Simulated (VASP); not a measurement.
# Mg (I4/mmm) in VASP: a series of runs

The runs below take Mg through single point, with PBE.

Program: VASP 6.6.1. These are calculated values, not measurements. Logs are shortened: lines on timing, memory, paths and dates and some standing lists are left out, and cuts for length are marked.

### 1 The cell of the first run

The structure is tetragonal, space group I4/mmm (No. 139). The conventional cell has a = 3.500 Å, b = 3.500 Å, c = 3.001 Å, α = 90.00°, β = 90.00°, γ = 90.00°. Mg (site symmetry 4/mmm) has 14 Mg at 2.89 to 3.50 Å within 3.8 Å.

### 2 Single point, PBE

INCAR reads:

```
PREC = Accurate
ENCUT = 520
EDIFF = 1E-7
ISMEAR = 0
SIGMA = 0.15
LREAL = False
LASPH = True
NELM = 80
ALGO = Normal
ISIF = 2
LWAVE = False
LCHARG = False
GGA = PE
NBANDS = 7
```

KPOINTS reads:

```
Automatic mesh
0
Gamma
  18 18 18
```

POSCAR reads:

```
Mg
1.0
   -1.7499000000      1.7499000000      1.5003000000
    1.7499000000     -1.7499000000      1.5003000000
    1.7499000000      1.7499000000     -1.5003000000
Mg
1
Direct
    0.0000000000      0.0000000000      0.0000000000
```

Potentials or basis: VASP PAW PBE potentials, release 64 (Mg).

Started as:

```sh
$ cat potpaw_PBE.64/Mg/POTCAR > POTCAR
$ mpirun -np 1 vasp_std > vasp.out
```

OUTCAR:

```text
PREC = Accurate
   ENCUT = 520
   EDIFF = 1E-7
   ISMEAR = 0
   LREAL = False
   LASPH = True
   NELM = 80
   ISIF = 2
   GGA = PE

 ion  position               nearest neighbor table
   1  0.000  0.000  0.000-

  LATTYP: Found a body centered tetragonal cell.
 ALAT       =     3.4998000000
 C/A-ratio  =     0.8573632779

  Lattice vectors:

 A1 = (  -1.7499000000,   1.7499000000,   1.5003000000)
 A2 = (   1.7499000000,  -1.7499000000,   1.5003000000)
 A3 = (   1.7499000000,   1.7499000000,  -1.5003000000)

Analysis of symmetry for initial positions (statically):
=====================================================================
 Subroutine PRICEL returns:
 Original cell was already a primitive cell.

 Routine SETGRP: Setting up the symmetry group for a
 body centered tetragonal supercell.

 Subroutine GETGRP returns: Found 16 space group operations
 (whereof 16 operations were pure point group operations)
 out of a pool of 16 trial point group operations.

The static configuration has the point symmetry D_4h.

Analysis of symmetry for dynamics (positions and initial velocities):
=====================================================================
 Subroutine PRICEL returns:
 Original cell was already a primitive cell.

 Routine SETGRP: Setting up the symmetry group for a
 body centered tetragonal supercell.

 Subroutine GETGRP returns: Found 16 space group operations
 (whereof 16 operations were pure point group operations)
 out of a pool of 16 trial point group operations.

The dynamic configuration has the point symmetry D_4h.

 Subroutine INISYM returns: Found 16 space group operations
 (whereof 16 operations are pure point group operations),
 and found     1 'primitive' translations

----------------------------------------------------------------------------------------

                                     Primitive cell

  volume of cell :      18.3766

  direct lattice vectors                    reciprocal lattice vectors
    -1.749900000  1.749900000  1.500300000     0.000000000  0.285730613  0.333266680
     1.749900000 -1.749900000  1.500300000     0.285730613  0.000000000  0.333266680
     1.749900000  1.749900000 -1.500300000     0.285730613  0.285730613  0.000000000

  length of vectors
     2.893993799  2.893993799  2.893993799     0.438985949  0.438985949  0.404084108

  position of ions in fractional coordinates (direct lattice)
     0.000000000  0.000000000  0.000000000

  ion indices of the primitive-cell ions
   primitive index   ion index
                 1           1

----------------------------------------------------------------------------------------

 KPOINTS: Automatic mesh

Automatic generation of k-mesh.
 Grid dimensions read from file:
 generate k-points for:   18   18   18

 Generating k-lattice:

  Cartesian coordinates                     Fractional coordinates (reciprocal lattice)
     0.000000000  0.015873923  0.018514816     0.055555556 -0.000000000  0.000000000
     0.015873923  0.000000000  0.018514816    -0.000000000  0.055555556  0.000000000
     0.015873923  0.015873923  0.000000000     0.000000000  0.000000000  0.055555556

  Length of vectors
     0.024388108  0.024388108  0.022449117

  Shift w.r.t. Gamma in fractional coordinates (k-lattice)
     0.000000000  0.000000000  0.000000000

 Subroutine IBZKPT returns following result:
 ===========================================

 Found    480 irreducible k-points:

 Following reciprocal coordinates:
            Coordinates               Weight
  0.000000  0.000000  0.000000      1.000000
  0.055556  0.000000 -0.000000      8.000000
  0.111111  0.000000 -0.000000      8.000000
  0.166667 -0.000000  0.000000      8.000000
  0.222222 -0.000000  0.000000      8.000000
  0.277778  0.000000 -0.000000      8.000000
[... 16 lines left out ...]
 -0.277778  0.055556  0.000000     16.000000
 -0.222222  0.055556 -0.000000     16.000000
 [... further k-points ...]
   k-points           NKPTS =    480   k-points in BZ     NKDIM =    480   number of bands    NBANDS=      7
   number of dos      NEDOS =    301   number of ions     NIONS =      1
   total plane-waves  NPLWV =  13824
   dimension x,y,z NGX =    24 NGY =   24 NGZ =   24
   dimension x,y,z NGXF=    48 NGYF=   48 NGZF=   48
   ions per type =               1
   NGX,Y,Z   is equivalent  to a cutoff of  13.79, 13.79, 13.79 a.u.
   NGXF,Y,Z  is equivalent  to a cutoff of  27.57, 27.57, 27.57 a.u.
 SYSTEM =  unknown system
   PREC   = accura    normal or accurate (medium, high low for compatibility)
   ISTART =      0    job   : 0-new  1-cont  2-samecut
   ICHARG =      2    charge: 1-file 2-atom 10-const
   ISPIN  =      1    spin polarized calculation?
   LNONCOLLINEAR =      F non collinear calculations
   LSORBIT =      F    spin-orbit coupling
   LASPH  =      T    aspherical Exc in radial PAW
   ENCUT  =  520.0 eV  38.22 Ry    6.18 a.u.   5.38  5.38  5.38*2*pi/ulx,y,z
   NELM   =     80;   NELMIN=  2; NELMDL= -5     # of ELM steps
   EDIFF  = 0.1E-06   stopping-criterion for ELM
   LREAL  =      F    real-space projection
   EDIFFG = 0.1E-05   stopping-criterion for IOM
   NSW    =      0    number of steps for IOM
   IBRION =     -1    ionic relax: 0-MD 1-quasi-New 2-CG
   NFREE  =      0    steps in history (QN), initial steepest desc. (CG)
   ISIF   =      2    stress and relaxation
   ISYM   =      2    0-nonsym 1-usesym 2-fastsym
   POTIM  = 0.5000    time-step for ionic-motion
   TEBEG  =    0.0;   TEEND  =   0.0 temperature during run
   PSTRESS=    0.0 pullay stress
   NELECT =       2.0000    total number of electrons
   NUPDOWN=      -1.0000    fix difference up-down
   EMIN   =  10.00;   EMAX   =-10.00  energy-range for DOS
   EFERMI =   0.00;   METHOD = LEGACY
   ISMEAR =     0;   SIGMA  =   0.15  broadening in eV -4-tet -1-fermi 0-gaus
   EFERMI_NEDOS =   21; number of points for ismear=-14 and -15
   IALGO  =     38    algorithm
   IMIX   =      4    mixing-type and parameters
     AMIX     =   0.40;   BMIX     =  1.00
     AMIX_MAG =   1.60;   BMIX_MAG =  1.00
  volume/ion in A,a.u.               =      18.38       124.01
  Fermi-wavevector in a.u.,A,eV,Ry     =   0.781622  1.477051  8.312242  0.610933
  Thomas-Fermi vector in A             =   1.885177
   LORBIT       =      0    0 simple, 1 ext, 2 COOP (PROOUT), +10 PAW based schemes
   GGA     = PE    functional components
   LHFCALC =     F    Hartree Fock is set to
   AEXX    =    0.0000 exact exchange contribution
   IVDW    =     0    specifies the selected vdW correction
   LEPSILON=     F    determine dielectric tensor
   LRPA    =     F    only Hartree local field effects (RPA)
 non-spin polarized calculation
 Gauss-broadening in eV      SIGMA  =   0.15
  energy-cutoff  :      520.00
  volume of cell :       18.38
 maximum number of plane-waves:       519
 NGX is ok and might be reduce to    24
   NGX = 11   NGY = 11   NGZ = 11

 number of electron       2.0000000 magnetization

 Free energy of the ion-electron system (eV)
  ---------------------------------------------------
  ext. energy  EPLUGINS =         0.00000000
  ---------------------------------------------------
  free energy    TOTEN  =        -1.32250674 eV

  energy without entropy =       -1.31890219  energy(sigma->0) =       -1.32070446

 E-fermi :   3.9425     XC(G=0):  -9.2089

 val. band max:        3.9315016713   @ k =   0.3333   0.3333   0.1667
 cond. band min:       3.9609186847   @ k =  -0.3889  -0.4444   0.1111
 fundamental gap:      0.0294170134
 Fermi energy:         3.9425485221

 k-point     1 :       0.0000    0.0000    0.0000
  band No.  band energies     occupation
      1      -4.0353      2.00000
      2      16.3036      0.00000
      3      18.8976      0.00000
      4      19.6098      0.00000
      5      19.6098      0.00000
      6      20.1107      0.00000
      7      20.1107      0.00000

 k-point     2 :       0.0556    0.0000   -0.0000
  band No.  band energies     occupation
      1      -3.9454      2.00000
      2      15.9854      0.00000
      3      18.0158      0.00000
      4      19.3019      0.00000
      5      19.4895      0.00000
      6      20.1581      0.00000
      7      20.3340      0.00000

 k-point     3 :       0.1111    0.0000   -0.0000
  band No.  band energies     occupation
      1      -3.6764      2.00000
      2      15.3258      0.00000
      3      16.4083      0.00000
      4      17.9801      0.00000
      5      18.4797      0.00000
      6      20.7802      0.00000
      7      21.2322      0.00000

 k-point     4 :       0.1667   -0.0000    0.0000
  band No.  band energies     occupation
      1      -3.2301      2.00000
      2      14.3377      0.00000
      3      14.6279      0.00000
      4      17.0065      0.00000
      5      17.4318      0.00000
      6      20.0805      0.00000
      7      22.0800      0.00000

 k-point     5 :       0.2222   -0.0000    0.0000
  band No.  band energies     occupation
      1      -2.6099      2.00000
      2      12.1939      0.00000
      3      13.9965      0.00000
      4      16.2677      0.00000
      5      16.4971      0.00000
      6      19.3111      0.00000
      7      22.6279      0.00000
[... 161 lines left out ...]
 k-point    22 :      -0.3333    0.0556    0.0000
  band No.  band energies     occupation
      1      -1.3775      2.00000
      2       9.2829      0.00000
      3      12.2724      0.00000
      4      15.4299      0.00000
      5      15.8291      0.00000
      6      19.2580      0.00000
      7      24.5212      0.00000

 k-point    23 :      -0.2778    0.0556    0.0000
  band No.  band energies     occupation
      1      -2.2368      2.00000
      2      11.2408      0.00000
      3      12.7946      0.00000
      4      15.9468      0.00000
      5      16.5396      0.00000
      6      19.9754      0.00000
      7      23.7280      0.00000

 k-point    24 :      -0.2222    0.0556   -0.0000
  band No.  band energies     occupation
      1      -2.9290      2.00000
      2      12.9065      0.00000
      3      13.8323      0.00000
      4      16.5820      0.00000
      5      17.4238      0.00000
      6      20.7508      0.00000
      7      22.7370      0.00000

 [... further k-points ...]

------------------------ aborting loop because EDIFF is reached ----------------------------------------

  FORCE on cell =-STRESS in cart. coord.  units (eV):
  Direction    XX          YY          ZZ          XY          YZ          ZX
  --------------------------------------------------------------------------------------
  -------------------------------------------------------------------------------------
  Total        1.2756462      1.2756462      1.7828567      0.0000000      0.0000000      0.0000000
  in kB      111.2183022    111.2183022    155.4398851      0.0000000      0.0000000      0.0000000
  external PRESSURE =     125.9588298 kB  Pullay stress =       0.0000000 kB

 VOLUME and BASIS-vectors are now :
 -----------------------------------------------------------------------------
  energy-cutoff  :      520.00
  volume of cell :       18.38
      direct lattice vectors                 reciprocal lattice vectors
    -1.749900000  1.749900000  1.500300000     0.000000000  0.285730613  0.333266680
     1.749900000 -1.749900000  1.500300000     0.285730613  0.000000000  0.333266680
     1.749900000  1.749900000 -1.500300000     0.285730613  0.285730613  0.000000000

 POSITION                                       TOTAL-FORCE (eV/Angst)
 -----------------------------------------------------------------------------------
      0.00000      0.00000      0.00000        -0.000000     -0.000000      0.000000
 -----------------------------------------------------------------------------------
    total drift:                                0.000000      0.000000      0.000000

  FREE ENERGIE OF THE ION-ELECTRON SYSTEM (eV)
  ---------------------------------------------------
  free  energy   TOTEN  =        -1.3225067373 eV

  energy  without entropy=       -1.3189021902  energy(sigma->0) =       -1.32070446
```

Wall time 39 s (1 thread of Intel Xeon 8259CL, shared host); peak memory 0.19 GiB.

What came out:

| Item | Value |
| --- | --- |
| Free energy | -1.3225 eV |
| Pressure | 12.6 GPa |
| Band gap on the k mesh | zero (bands 1 and 2 overlap by 5.07 eV) |

Stress tensor (GPa, compression positive):
```
11.12  0.00  0.00
 0.00 11.12  0.00
 0.00  0.00 15.54
```

Levels at points of the mesh, in eV from the Fermi level:
```csv
k point,band 1,band 2,band 3,band 4
"(0.00, 0.00, 0.00)",-7.98,12.36,14.96,15.67
"(0.50, 0.00, 0.00)",-1.48,-0.42,8.56,10.37
"(0.50, 0.50, 0.00)",-2.34,-1.65,11.87,13.64
"(0.50, 0.50, 0.50)",3.21,3.25,3.25,4.33
```

Caveat: the cell stands under pressure.

### 3 Single point, PBE

This run uses another cell than the first one, of 18.28 Å³/atom.

INCAR reads:

```
SYSTEM = Mg
ALGO = Normal
EDIFF = 1E-7
ENCUT = 520
GGA = PE
ISIF = 2
ISMEAR = 0
LASPH = .TRUE.
LCHARG = .FALSE.
LREAL = .FALSE.
LWAVE = .FALSE.
NBANDS = 7
NELM = 60
PREC = Accurate
SIGMA = 0.15
```

KPOINTS reads:

```
k-points
0
G
  18 18 18
  0 0 0
```

POSCAR reads:

```
Mg
1.0
   -1.7070500000      1.7070500000      1.5685000000
    1.7070500000     -1.7070500000      1.5685000000
    1.7070500000      1.7070500000     -1.5685000000
Mg
1
Direct
    0.0000000000      0.0000000000      0.0000000000
```

Potentials or basis: VASP PAW PBE potentials, release 64 (Mg).

Started as:

```sh
$ cat potpaw_PBE.64/Mg/POTCAR > POTCAR
$ mpirun -np 1 vasp_std > vasp.out
```

Wall time 54 s (1 thread of Intel Xeon 8259CL, shared host); peak memory 0.19 GiB.

The run converged. Its results:

* Free energy: -1.3291 eV
* Pressure: 12.5 GPa
* Band gap on the k mesh: zero (bands 1 and 2 overlap by 4.87 eV)

Stress tensor (GPa, compression positive):
```
11.99  0.00  0.00
 0.00 11.99  0.00
 0.00  0.00 13.65
```

Levels at points of the mesh, in eV from the Fermi level:
```
           k point  band 1  band 2  band 3  band 4
(0.00, 0.00, 0.00)   -7.99   13.38   15.41   15.41
(0.50, 0.00, 0.00)   -1.65   -0.64    8.96   10.77
(0.50, 0.50, 0.00)   -2.11   -1.30   10.73   12.53
(0.50, 0.50, 0.50)    3.57    3.86    3.86    4.37
```

Caveat: the cell stands under pressure.

### 4 Single point, PBE

This run uses another cell than the first one, of 19.29 Å³/atom.

INCAR reads:

```
SYSTEM = Mg
PREC = Accurate
ENCUT = 520
EDIFF = 1E-7
ISMEAR = 0
SIGMA = 0.15
LREAL = .False.
LASPH = .True.
NELM = 60
ALGO = Fast
ISIF = 2
LWAVE = .False.
LCHARG = .False.
GGA = PE
NBANDS = 7
```

KPOINTS reads:

```
Automatic mesh
0
Gamma
  18 18 18
  0 0 0
```

POSCAR reads:

```
Mg
1.0
   -1.7927500000      1.7927500000      1.5003000000
    1.7927500000     -1.7927500000      1.5003000000
    1.7927500000      1.7927500000     -1.5003000000
Mg
1
Direct
    0.0000000000      0.0000000000      0.0000000000
```

Started as:

```sh
$ cat potpaw_PBE.64/Mg/POTCAR > POTCAR
$ mpirun -np 1 vasp_std > vasp.out
```

It took 44 s on 1 thread of Intel Xeon 8259CL, shared host; peak memory 0.19 GiB.

The run converged. Its results:

| Quantity | Value |
| --- | --- |
| Free energy | -1.3749 eV |
| Pressure | 9.2 GPa |
| Band gap on the k mesh | zero (bands 1 and 2 overlap by 4.87 eV) |

Stress tensor (GPa, compression positive):
```
 7.47  0.00  0.00
 0.00  7.47  0.00
 0.00  0.00 12.77
```

Levels at points of the mesh, in eV from the Fermi level:
| k point | band 1 | band 2 | band 3 | band 4 | band 5 | band 6 |
| --- | --- | --- | --- | --- | --- | --- |
| (0.00, 0.00, 0.00) | -7.72 | 11.79 | 14.34 | 14.79 | 14.79 | 16.10 |
| (0.50, 0.00, 0.00) | -1.33 | -0.31 | 8.32 | 9.90 | 10.38 | 12.68 |
| (0.50, 0.50, 0.00) | -2.29 | -1.74 | 12.07 | 13.56 | 13.71 | 14.29 |
| (0.50, 0.50, 0.50) | 2.96 | 2.96 | 3.15 | 4.19 | 8.00 | 10.68 |

Caveat: the cell stands under pressure.

### 5 Overview

| cell | gap on the mesh (eV) | pressure (GPa) |
| --- | --- | --- |
| a = 2.894 Å, angles 105.6, 105.6, 117.5°, 1 atom | none | 12.6 |
| a = 2.879 Å, angles 107.3, 107.3, 114.0°, 1 atom | none | 12.5 |
| a = 2.946 Å, angles 105.0, 105.0, 118.8°, 1 atom | none | 9.2 |

Alike in all rows: task single point; level PBE; potentials or basis VASP PAW PBE potentials, release 64 (Mg); no spin polarisation; k mesh 18 × 18 × 18; cutoff (eV) 520; smearing gaussian 0.15 eV.

Caveats: the cell stands under pressure.

Absolute energies hang on the potentials; compare differences alone.
